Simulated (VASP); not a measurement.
Input of a VASP 6.6.1 run:

INCAR

```
SYSTEM = IrRh2
PREC = Accurate ; ENCUT = 520
EDIFF = 1E-6 ; ISMEAR = 0
SIGMA = 0.1 ; LREAL = .False.
LASPH = .True. ; NELM = 60
ALGO = Fast ; ISIF = 2
LWAVE = .False. ; LCHARG = .False.
GGA = PE ; NBANDS = 48
```

File KPOINTS:

```
regular mesh
0
Gamma
  18 18 4
  0 0 0
```

POSCAR

```
IrRh2
1.0
    2.7038981936      0.0000000000      0.0000000000
   -1.3519490968      2.3416445249      0.0000000000
    0.0000000000      0.0000000000     13.0936167933
Ir Rh
2 4
Direct
    0.3333333333      0.6666666667      0.2500000000
    0.6666666667      0.3333333333      0.7500000000
    0.3333333333      0.6666666667      0.9162217242
    0.3333333333      0.6666666667      0.5837782758
    0.6666666667      0.3333333333      0.0837782758
    0.6666666667      0.3333333333      0.4162217242
```

Potentials or basis: VASP PAW PBE potentials, release 64 (Ir, Rh_pv).

The run is started by

```sh
$ cat potpaw_PBE.64/Ir/POTCAR potpaw_PBE.64/Rh_pv/POTCAR > POTCAR
$ mpirun -np 1 vasp_std > vasp.out
```

Problem. What does it give for the band gap on the k mesh?

Solution. Zero (bands 39 and 40 overlap by 2.33 eV).

Problem. Estimate the pressure.

Solution. 9.6 GPa.

Problem. Predict the largest force.

Solution. 0.026 eV/Å.

Forces in eV/Å, atoms in the order of the input:
```
Ir   0.000  0.000  0.000
Ir   0.000  0.000  0.000
Rh   0.000  0.000  0.026
Rh   0.000  0.000 -0.026
Rh   0.000  0.000 -0.026
Rh   0.000  0.000  0.026
```

Caveat: the cell stands under pressure; spin-orbit coupling is left out, which moves the levels of the heavy elements.
